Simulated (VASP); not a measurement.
Runs of VASP 6.6.1 on C. The structure is that of space group P6/mmm (No. 191), or close to it. The cells are those of the table. 

| cell | gap on the mesh (eV) | pressure (GPa) | largest force (eV/Å) |
| --- | --- | --- | --- |
| a = 2.478, b = 2.478, c = 3.559 Å, angles 90.0, 90.0, 120.0°, 2 atoms | none | -3.6 | (c) |
| a = 2.417, b = 2.417, c = 3.471 Å, angles 90.0, 90.0, 120.0°, 2 atoms | none | 16.4 | - |
| a = 2.499, b = 2.499, c = 3.588 Å, angles 90.0, 90.0, 120.0°, 2 atoms | none | -9.7 | (a) |
| a = 2.519, b = 2.519, c = 3.618 Å, angles 90.0, 90.0, 120.0°, 2 atoms | none | -17.4 | - |
| a = 2.396, b = 2.396, c = 3.441 Å, angles 90.0, 90.0, 120.0°, 2 atoms | none | (b) | 4.63 |

Alike in all rows: task single point; level PBEsol+D3(BJ); potentials or basis VASP PAW PBE potentials, release 64 (C); no spin polarisation; k mesh 21 × 21 × 12; cutoff (eV) 520; smearing gaussian 0.15 eV.

Q: Fill in the values left out.

A: (a) 3.58; (b) 28.3; (c) 3.77.

Caveats: the PAW data sets were made with another functional, which shifts forces and pressure a little.

A gap of «none» marks levels without a gap at the run's occupations.
